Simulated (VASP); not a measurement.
# C (Fd-3m) in VASP: single point with PBEsol

Aim: the single point of C with PBEsol.

Everything below comes from runs of VASP 6.6.1. Logs are shortened: lines on timing, memory, paths and dates and some standing lists are left out, and cuts for length are marked.

### 1 The cell of the first run

It takes space group Fd-3m (No. 227, cubic). The conventional cell has a = 3.567 Å, b = 3.567 Å, c = 3.567 Å, α = 90.00°, β = 90.00°, γ = 90.00°. Within 2.1 Å of C (site symmetry -43m) lie 4 C at 1.54 Å.

### 2 Single point, PBEsol

File INCAR:

```
SYSTEM = C
  PREC = Accurate
  ENCUT = 1300
  EDIFF = 1E-6
  ISMEAR = 0
  SIGMA = 0.01
  LREAL = .FALSE.
  LASPH = .TRUE.
  NELM = 120
  ALGO = Normal
  ISIF = 2
  LWAVE = .FALSE.
  LCHARG = .TRUE.
  GGA = PS
  LELF = .TRUE.
  LVHAR = .TRUE.
  NBANDS = 11
  GGA_COMPAT = .FALSE.
```

File KPOINTS:

```
Automatic mesh
0
G
  8 8 8
  0 0 0
```

File POSCAR:

```
C
1.0
    0.0000000000      1.7833700000      1.7833700000
    1.7833700000      0.0000000000      1.7833700000
    1.7833700000      1.7833700000      0.0000000000
C
2
Direct
    0.0000000000      0.0000000000      0.0000000000
    0.2500000000      0.2500000000      0.2500000000
```

Potentials or basis: VASP PAW PBE potentials, release 64 (C_h).

On the command line:

```bash
$ cat potpaw_PBE.64/C_h/POTCAR > POTCAR
$ mpirun -np 1 vasp_std > vasp.out
```

OUTCAR:

```text
SYSTEM = C
   PREC = Accurate
   ENCUT = 1300
   EDIFF = 1E-6
   ISMEAR = 0
   LREAL = .FALSE.
   LASPH = .TRUE.
   NELM = 120
   ISIF = 2
   GGA = PS

 ion  position               nearest neighbor table
   1  0.000  0.000  0.000-
   2  0.250  0.250  0.250-

  LATTYP: Found a face centered cubic cell.
 ALAT       =     3.5667400000

  Lattice vectors:

 A1 = (   0.0000000000,   1.7833700000,   1.7833700000)
 A2 = (   1.7833700000,   0.0000000000,   1.7833700000)
 A3 = (   1.7833700000,   1.7833700000,   0.0000000000)

Analysis of symmetry for initial positions (statically):
=====================================================================
 Subroutine PRICEL returns:
 Original cell was already a primitive cell.

 Routine SETGRP: Setting up the symmetry group for a
 face centered cubic supercell.

 Subroutine GETGRP returns: Found 48 space group operations
 (whereof 24 operations were pure point group operations)
 out of a pool of 48 trial point group operations.

The static configuration has the point symmetry T_d .
 The point group associated with its full space group is O_h .

Analysis of symmetry for dynamics (positions and initial velocities):
=====================================================================
 Subroutine PRICEL returns:
 Original cell was already a primitive cell.

 Routine SETGRP: Setting up the symmetry group for a
 face centered cubic supercell.

 Subroutine GETGRP returns: Found 48 space group operations
 (whereof 24 operations were pure point group operations)
 out of a pool of 48 trial point group operations.

The dynamic configuration has the point symmetry T_d .
 The point group associated with its full space group is O_h .

 Subroutine INISYM returns: Found 48 space group operations
 (whereof 24 operations are pure point group operations),
 and found     1 'primitive' translations

----------------------------------------------------------------------------------------

                                     Primitive cell

  volume of cell :      11.3437

  direct lattice vectors                    reciprocal lattice vectors
     0.000000000  1.783370000  1.783370000    -0.280368067  0.280368067  0.280368067
     1.783370000  0.000000000  1.783370000     0.280368067 -0.280368067  0.280368067
     1.783370000  1.783370000  0.000000000     0.280368067  0.280368067 -0.280368067
[... 84 lines left out ...]
   EDIFF  = 0.1E-05   stopping-criterion for ELM
   LREAL  =      F    real-space projection
   EDIFFG = 0.1E-04   stopping-criterion for IOM
   NSW    =      0    number of steps for IOM
   IBRION =     -1    ionic relax: 0-MD 1-quasi-New 2-CG
   NFREE  =      0    steps in history (QN), initial steepest desc. (CG)
   ISIF   =      2    stress and relaxation
   ISYM   =      2    0-nonsym 1-usesym 2-fastsym
   POTIM  = 0.5000    time-step for ionic-motion
   TEBEG  =    0.0;   TEEND  =   0.0 temperature during run
   PSTRESS=    0.0 pullay stress
   NELECT =       8.0000    total number of electrons
   NUPDOWN=      -1.0000    fix difference up-down
   EMIN   =  10.00;   EMAX   =-10.00  energy-range for DOS
   EFERMI =   0.00;   METHOD = LEGACY
   ISMEAR =     0;   SIGMA  =   0.01  broadening in eV -4-tet -1-fermi 0-gaus
   EFERMI_NEDOS =   21; number of points for ismear=-14 and -15
   IALGO  =     38    algorithm
   IMIX   =      4    mixing-type and parameters
     AMIX     =   0.40;   BMIX     =  1.00
     AMIX_MAG =   1.60;   BMIX_MAG =  1.00
  volume/ion in A,a.u.               =       5.67        38.28
  Fermi-wavevector in a.u.,A,eV,Ry     =   1.457203  2.753714 28.891161  2.123440
  Thomas-Fermi vector in A             =   2.574032
   LORBIT       =      0    0 simple, 1 ext, 2 COOP (PROOUT), +10 PAW based schemes
   GGA     = PS    functional components
   LHFCALC =     F    Hartree Fock is set to
   AEXX    =    0.0000 exact exchange contribution
   IVDW    =     0    specifies the selected vdW correction
   LEPSILON=     F    determine dielectric tensor
   LRPA    =     F    only Hartree local field effects (RPA)
 non-spin polarized calculation
 Gauss-broadening in eV      SIGMA  =   0.01
  energy-cutoff  :     1300.00
  volume of cell :       11.34
 maximum number of plane-waves:      1243
 NGX is ok and might be reduce to    30
   NGX = 15   NGY = 15   NGZ = 15

 number of electron       8.0000000 magnetization

 Free energy of the ion-electron system (eV)
  ---------------------------------------------------
  ext. energy  EPLUGINS =         0.00000000
  ---------------------------------------------------
  free energy    TOTEN  =       -19.27488076 eV

  energy without entropy =      -19.27488076  energy(sigma->0) =      -19.27488076

 E-fermi :  10.9656     XC(G=0): -13.5731

 val. band max:       10.9185411772   @ k =   0.0000   0.0000   0.0000
 cond. band min:      14.9272996333   @ k =   0.3750   0.3750   0.0000
 fundamental gap:      4.0087584560
 Fermi energy:        10.9656357708

 k-point     1 :       0.0000    0.0000    0.0000
  band No.  band energies     occupation
      1     -10.6005      2.00000
      2      10.9185      2.00000
      3      10.9185      2.00000
      4      10.9185      2.00000
      5      16.4631      0.00000
      6      16.4631      0.00000
      7      16.4631      0.00000
      8      24.2924      0.00000
      9      29.8808      0.00000
     10      37.3538      0.00000
     11      37.3538      0.00000
[... 309 lines left out ...]
 k-point    24 :      -0.3750    0.2500    0.1250
  band No.  band energies     occupation
      1      -3.7578      2.00000
      2      -1.5172      2.00000
      3       4.5825      2.00000
      4       6.1950      2.00000
      5      19.0818      0.00000
      6      20.3171      0.00000
      7      23.9664      0.00000
      8      25.7089      0.00000
      9      29.0023      0.00000
     10      34.6886      0.00000
     11      37.0619      0.00000

 [... further k-points ...]
[... 5 lines left out ...]
  --------------------------------------------------------------------------------------
  -------------------------------------------------------------------------------------
  Total       -0.3317120     -0.3317120     -0.3317120     -0.0000000     -0.0000000      0.0000000
  in kB      -46.8508415    -46.8508415    -46.8508415     -0.0000000     -0.0000000      0.0000000
  external PRESSURE =     -46.8508415 kB  Pullay stress =       0.0000000 kB

 VOLUME and BASIS-vectors are now :
 -----------------------------------------------------------------------------
  energy-cutoff  :     1300.00
  volume of cell :       11.34
      direct lattice vectors                 reciprocal lattice vectors
     0.000000000  1.783370000  1.783370000    -0.280368067  0.280368067  0.280368067
     1.783370000  0.000000000  1.783370000     0.280368067 -0.280368067  0.280368067
     1.783370000  1.783370000  0.000000000     0.280368067  0.280368067 -0.280368067

 POSITION                                       TOTAL-FORCE (eV/Angst)
 -----------------------------------------------------------------------------------
      0.00000      0.00000      0.00000         0.000000     -0.000000      0.000000
      0.89168      0.89168      0.89168        -0.000000      0.000000     -0.000000
 -----------------------------------------------------------------------------------
    total drift:                                0.000000     -0.000000     -0.000000

  FREE ENERGIE OF THE ION-ELECTRON SYSTEM (eV)
  ---------------------------------------------------
  free  energy   TOTEN  =       -19.2748807647 eV

  energy  without entropy=      -19.2748807647  energy(sigma->0) =      -19.27488076
```

Run time: 14 s. Hardware: 1 thread of AMD EPYC 7R43 (Zen 3), shared host; peak memory 0.12 GiB.

What came out:

* Free energy: -19.2749 eV
* Pressure: -4.7 GPa
* Band gap on the k mesh: 4.01 eV (least direct gap 5.54 eV)

Levels at points of the mesh, in eV from the valence-band top:
| k point | band 2 | band 3 | band 4 | band 5 | band 6 | band 7 |
| --- | --- | --- | --- | --- | --- | --- |
| (0.00, 0.00, 0.00) | 0.00 | 0.00 | 0.00 | 5.54 | 5.54 | 5.54 |
| (0.50, 0.00, 0.00) | -13.46 | -2.81 | -2.81 | 8.39 | 8.39 | 8.84 |
| (0.50, 0.50, 0.00) | -12.77 | -6.33 | -6.33 | 4.60 | 4.60 | 16.79 |

Caveat: the cell stands under tension; the PAW data sets were made with another functional, which shifts forces and pressure a little. A k mesh can miss the band edges.
